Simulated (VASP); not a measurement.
# GeCl2 (Fd-3m) in VASP: notebook

GeCl2 is run at these levels: PBE; tasks: single point, relaxation of cell and atoms.

Everything below comes from runs of VASP 6.6.1. Logs are shortened: lines on timing, memory, paths and dates and some standing lists are left out, and cuts for length are marked.

## (1) The cell of the first run

Symmetry: Fd-3m, No. 227, cubic system. Conventional cell: a = 11.632 Å, b = 11.632 Å, c = 11.632 Å, α = 90.00°, β = 90.00°, γ = 90.00°. Within 3.3 Å of Ge (site symmetry -43m) lie 4 Cl at 2.52 Å. Within 3.3 Å of Cl (site symmetry -3m) lie 2 Ge at 2.52 Å.

## (2) Single point, PBE

File INCAR:

```
SYSTEM = GeCl2
PREC = Accurate
ENCUT = 520
EDIFF = 1E-6
ISMEAR = 0
SIGMA = 0.02
LREAL = .False.
LASPH = .True.
NELM = 100
ALGO = Normal
ISIF = 2
LWAVE = .False.
LCHARG = .False.
GGA = PE
NBANDS = 37
```

File KPOINTS:

```
regular mesh
0
Gamma
  6 6 6
  0 0 0
```

File POSCAR:

```
GeCl2
1.0
    0.0000000000      5.8162119127      5.8162119127
    5.8162119127      0.0000000000      5.8162119127
    5.8162119127      5.8162119127      0.0000000000
Ge Cl
2 4
Direct
    0.2500000000      0.2500000000      0.2500000000
    0.0000000000      0.0000000000      0.0000000000
    0.1250000000      0.1250000000      0.1250000000
    0.1250000000      0.1250000000      0.6250000000
    0.1250000000      0.6250000000      0.1250000000
    0.6250000000      0.1250000000      0.1250000000
```

Potentials or basis: VASP PAW PBE potentials, release 64 (Ge_d, Cl).

On the command line:

```bash
cat potpaw_PBE.64/Ge_d/POTCAR potpaw_PBE.64/Cl/POTCAR > POTCAR
mpirun -np 1 vasp_std > vasp.out
```

OUTCAR:

```text
SYSTEM = GeCl2
   PREC = Accurate
   ENCUT = 520
   EDIFF = 1E-6
   ISMEAR = 0
   LREAL = .False.
   LASPH = .True.
   NELM = 100
   ISIF = 2
   GGA = PE

 ion  position               nearest neighbor table
   1  0.250  0.250  0.250-   3 2.52   4 2.52   5 2.52   6 2.52
   2  0.000  0.000  0.000-   3 2.52   4 2.52   5 2.52   6 2.52
   3  0.125  0.125  0.125-   1 2.52   2 2.52
   4  0.125  0.125  0.625-   1 2.52   2 2.52
   5  0.125  0.625  0.125-   1 2.52   2 2.52
   6  0.625  0.125  0.125-   1 2.52   2 2.52

  LATTYP: Found a face centered cubic cell.
 ALAT       =    11.6324238254

  Lattice vectors:

 A1 = (   0.0000000000,   5.8162119127,   5.8162119127)
 A2 = (   5.8162119127,   0.0000000000,   5.8162119127)
 A3 = (   5.8162119127,   5.8162119127,   0.0000000000)

Analysis of symmetry for initial positions (statically):
=====================================================================
 Subroutine PRICEL returns:
 Original cell was already a primitive cell.

 Routine SETGRP: Setting up the symmetry group for a
 face centered cubic supercell.

 Subroutine GETGRP returns: Found 48 space group operations
 (whereof 24 operations were pure point group operations)
 out of a pool of 48 trial point group operations.

The static configuration has the point symmetry T_d .
 The point group associated with its full space group is O_h .

Analysis of symmetry for dynamics (positions and initial velocities):
=====================================================================
 Subroutine PRICEL returns:
 Original cell was already a primitive cell.

 Routine SETGRP: Setting up the symmetry group for a
 face centered cubic supercell.

 Subroutine GETGRP returns: Found 48 space group operations
 (whereof 24 operations were pure point group operations)
 out of a pool of 48 trial point group operations.

The dynamic configuration has the point symmetry T_d .
 The point group associated with its full space group is O_h .

 Subroutine INISYM returns: Found 48 space group operations
 (whereof 24 operations are pure point group operations),
 and found     1 'primitive' translations

----------------------------------------------------------------------------------------

                                     Primitive cell

  volume of cell :     393.5054

  direct lattice vectors                    reciprocal lattice vectors
     0.000000000  5.816211913  5.816211913    -0.085966606  0.085966606  0.085966606
     5.816211913  0.000000000  5.816211913     0.085966606 -0.085966606  0.085966606
     5.816211913  5.816211913  0.000000000     0.085966606  0.085966606 -0.085966606

  length of vectors
     8.225365769  8.225365769  8.225365769     0.148898530  0.148898530  0.148898530

  position of ions in fractional coordinates (direct lattice)
     0.250000000  0.250000000  0.250000000
     0.000000000  0.000000000  0.000000000
     0.125000000  0.125000000  0.125000000
     0.125000000  0.125000000  0.625000000
     0.125000000  0.625000000  0.125000000
     0.625000000  0.125000000  0.125000000

  ion indices of the primitive-cell ions
   primitive index   ion index
                 1           1
                 2           2
                 3           3
                 4           4
                 5           5
                 6           6

----------------------------------------------------------------------------------------

 KPOINTS: regular mesh

Automatic generation of k-mesh.
 Grid dimensions read from file:
 generate k-points for:    6    6    6

 Generating k-lattice:

  Cartesian coordinates                     Fractional coordinates (reciprocal lattice)
    -0.014327768  0.014327768  0.014327768     0.166666667  0.000000000  0.000000000
     0.014327768 -0.014327768  0.014327768     0.000000000  0.166666667  0.000000000
     0.014327768  0.014327768 -0.014327768     0.000000000  0.000000000  0.166666667

  Length of vectors
     0.024816422  0.024816422  0.024816422

  Shift w.r.t. Gamma in fractional coordinates (k-lattice)
     0.000000000  0.000000000  0.000000000

 Subroutine IBZKPT returns following result:
 ===========================================

 Found     16 irreducible k-points:

 Following reciprocal coordinates:
            Coordinates               Weight
  0.000000  0.000000  0.000000      1.000000
  0.166667  0.000000  0.000000      8.000000
  0.333333  0.000000  0.000000      8.000000
  0.500000  0.000000  0.000000      4.000000
  0.166667  0.166667  0.000000      6.000000
  0.333333  0.166667  0.000000     24.000000
[... 8 lines left out ...]
 -0.333333  0.333333  0.166667     24.000000
 -0.333333  0.500000  0.166667     12.000000
   k-points           NKPTS =     16   k-points in BZ     NKDIM =     16   number of bands    NBANDS=     37
   number of dos      NEDOS =    301   number of ions     NIONS =      6
   total plane-waves  NPLWV = 262144
   dimension x,y,z NGX =    64 NGY =   64 NGZ =   64
   dimension x,y,z NGXF=   128 NGYF=  128 NGZF=  128
   ions per type =               2   4
   NGX,Y,Z   is equivalent  to a cutoff of  12.94, 12.94, 12.94 a.u.
   NGXF,Y,Z  is equivalent  to a cutoff of  25.87, 25.87, 25.87 a.u.
 SYSTEM =  GeCl2
   PREC   = accura    normal or accurate (medium, high low for compatibility)
   ISTART =      0    job   : 0-new  1-cont  2-samecut
   ICHARG =      2    charge: 1-file 2-atom 10-const
   ISPIN  =      1    spin polarized calculation?
   LNONCOLLINEAR =      F non collinear calculations
   LSORBIT =      F    spin-orbit coupling
   LASPH  =      T    aspherical Exc in radial PAW
   ENCUT  =  520.0 eV  38.22 Ry    6.18 a.u.  15.29 15.29 15.29*2*pi/ulx,y,z
   NELM   =    100;   NELMIN=  2; NELMDL= -5     # of ELM steps
   EDIFF  = 0.1E-05   stopping-criterion for ELM
   LREAL  =      F    real-space projection
   EDIFFG = 0.1E-04   stopping-criterion for IOM
   NSW    =      0    number of steps for IOM
   IBRION =     -1    ionic relax: 0-MD 1-quasi-New 2-CG
   NFREE  =      0    steps in history (QN), initial steepest desc. (CG)
   ISIF   =      2    stress and relaxation
   ISYM   =      2    0-nonsym 1-usesym 2-fastsym
   POTIM  = 0.5000    time-step for ionic-motion
   TEBEG  =    0.0;   TEEND  =   0.0 temperature during run
   PSTRESS=    0.0 pullay stress
   NELECT =      56.0000    total number of electrons
   NUPDOWN=      -1.0000    fix difference up-down
   EMIN   =  10.00;   EMAX   =-10.00  energy-range for DOS
   EFERMI =   0.00;   METHOD = LEGACY
   ISMEAR =     0;   SIGMA  =   0.02  broadening in eV -4-tet -1-fermi 0-gaus
   EFERMI_NEDOS =   21; number of points for ismear=-14 and -15
   IALGO  =     38    algorithm
   IMIX   =      4    mixing-type and parameters
     AMIX     =   0.40;   BMIX     =  1.00
     AMIX_MAG =   1.60;   BMIX_MAG =  1.00
  volume/ion in A,a.u.               =      65.58       442.58
  Fermi-wavevector in a.u.,A,eV,Ry     =   0.854714  1.615175  9.939537  0.730535
  Thomas-Fermi vector in A             =   1.971352
   LORBIT       =      0    0 simple, 1 ext, 2 COOP (PROOUT), +10 PAW based schemes
   GGA     = PE    functional components
   LHFCALC =     F    Hartree Fock is set to
   AEXX    =    0.0000 exact exchange contribution
   IVDW    =     0    specifies the selected vdW correction
   LEPSILON=     F    determine dielectric tensor
   LRPA    =     F    only Hartree local field effects (RPA)
 non-spin polarized calculation
 Gauss-broadening in eV      SIGMA  =   0.02
  energy-cutoff  :      520.00
  volume of cell :      393.51
 maximum number of plane-waves:     10657
 NGX is ok and might be reduce to    64
   NGX = 31   NGY = 31   NGZ = 31

 number of electron      55.9999981 magnetization

 Free energy of the ion-electron system (eV)
  ---------------------------------------------------
  ext. energy  EPLUGINS =         0.00000000
  ---------------------------------------------------
  free energy    TOTEN  =       -20.36225071 eV

  energy without entropy =      -20.36225071  energy(sigma->0) =      -20.36225071

 E-fermi :  -1.6113     XC(G=0):  -4.5756

 val. band max:       -1.7212578938   @ k =   0.0000   0.0000   0.0000
 cond. band min:      -1.1035452415   @ k =   0.0000   0.0000   0.0000
 fundamental gap:      0.6177126523
 Fermi energy:        -1.6113330997

 k-point     1 :       0.0000    0.0000    0.0000
  band No.  band energies     occupation
      1     -27.5888      2.00000
      2     -27.5888      2.00000
      3     -27.5888      2.00000
      4     -27.5861      2.00000
      5     -27.5861      2.00000
      6     -27.5861      2.00000
[... 29 lines left out ...]
     36       4.1431      0.00000
     37       4.1432      0.00000

 k-point     2 :       0.1667    0.0000    0.0000
  band No.  band energies     occupation
      1     -27.5888      2.00000
      2     -27.5888      2.00000
      3     -27.5887      2.00000
      4     -27.5862      2.00000
      5     -27.5861      2.00000
      6     -27.5861      2.00000
[... 29 lines left out ...]
     36       3.9138      0.00000
     37       4.2411      0.00000

 k-point     3 :       0.3333    0.0000    0.0000
  band No.  band energies     occupation
      1     -27.5888      2.00000
      2     -27.5888      2.00000
      3     -27.5884      2.00000
      4     -27.5865      2.00000
      5     -27.5861      2.00000
      6     -27.5861      2.00000
[... 29 lines left out ...]
     36       3.3440      0.00000
     37       4.4683      0.00000

 k-point     4 :       0.5000    0.0000    0.0000
  band No.  band energies     occupation
      1     -27.5888      2.00000
      2     -27.5888      2.00000
      3     -27.5882      2.00000
      4     -27.5867      2.00000
      5     -27.5861      2.00000
      6     -27.5861      2.00000
[... 29 lines left out ...]
     36       2.7532      0.00000
     37       4.5604      0.00000
[... 363 lines left out ...]
      1     -27.5889      2.00000
      2     -27.5888      2.00000
      3     -27.5881      2.00000
      4     -27.5869      2.00000
      5     -27.5861      2.00000
      6     -27.5861      2.00000
[... 29 lines left out ...]
     36       3.4711      0.00000
     37       3.7156      0.00000

 k-point    15 :      -0.3333    0.3333    0.1667
  band No.  band energies     occupation
      1     -27.5889      2.00000
      2     -27.5889      2.00000
      3     -27.5878      2.00000
      4     -27.5871      2.00000
      5     -27.5861      2.00000
      6     -27.5861      2.00000
[... 29 lines left out ...]
     36       3.0314      0.00000
     37       3.6499      0.00000

 k-point    16 :      -0.3333    0.5000    0.1667
  band No.  band energies     occupation
      1     -27.5889      2.00000
      2     -27.5889      2.00000
      3     -27.5875      2.00000
      4     -27.5875      2.00000
      5     -27.5861      2.00000
      6     -27.5861      2.00000
[... 29 lines left out ...]
     36       3.1449      0.00000
     37       3.6119      0.00000

------------------------ aborting loop because EDIFF is reached ----------------------------------------

  FORCE on cell =-STRESS in cart. coord.  units (eV):
  Direction    XX          YY          ZZ          XY          YZ          ZX
  --------------------------------------------------------------------------------------
  -------------------------------------------------------------------------------------
  Total       -0.0431899     -0.0431899     -0.0431899     -0.0000000      0.0000000      0.0000000
  in kB       -0.1758500     -0.1758500     -0.1758500     -0.0000000      0.0000000      0.0000000
  external PRESSURE =      -0.1758500 kB  Pullay stress =       0.0000000 kB

 VOLUME and BASIS-vectors are now :
 -----------------------------------------------------------------------------
  energy-cutoff  :      520.00
  volume of cell :      393.51
      direct lattice vectors                 reciprocal lattice vectors
     0.000000000  5.816211913  5.816211913    -0.085966606  0.085966606  0.085966606
     5.816211913  0.000000000  5.816211913     0.085966606 -0.085966606  0.085966606
     5.816211913  5.816211913  0.000000000     0.085966606  0.085966606 -0.085966606

 POSITION                                       TOTAL-FORCE (eV/Angst)
 -----------------------------------------------------------------------------------
      2.90811      2.90811      2.90811        -0.000000     -0.000000      0.000000
      0.00000      0.00000      0.00000         0.000000     -0.000000     -0.000000
      1.45405      1.45405      1.45405        -0.000000      0.000000     -0.000000
      4.36216      4.36216      1.45405        -0.000000      0.000000     -0.000000
      4.36216      1.45405      4.36216        -0.000000      0.000000     -0.000000
      1.45405      4.36216      4.36216        -0.000000      0.000000     -0.000000
 -----------------------------------------------------------------------------------
    total drift:                               -0.000000      0.000000     -0.000000

  FREE ENERGIE OF THE ION-ELECTRON SYSTEM (eV)
  ---------------------------------------------------
  free  energy   TOTEN  =       -20.3622507145 eV

  energy  without entropy=      -20.3622507145  energy(sigma->0) =      -20.36225071
```

Wall time 6.2 min (1 thread of Intel Xeon Platinum 8259CL at 2.50GHz (Skylake/Cascade Lake), shared host); peak memory 0.67 GiB.

Results:

```
Free energy            : -20.3623 eV
Pressure               : 0.0 GPa
Band gap on the k mesh : 0.62 eV, direct
```

A k mesh can miss the band edges. Expect the measured gap to be larger: semilocal functionals such as PBE lack the derivative discontinuity.

[end of part 1 of 2]
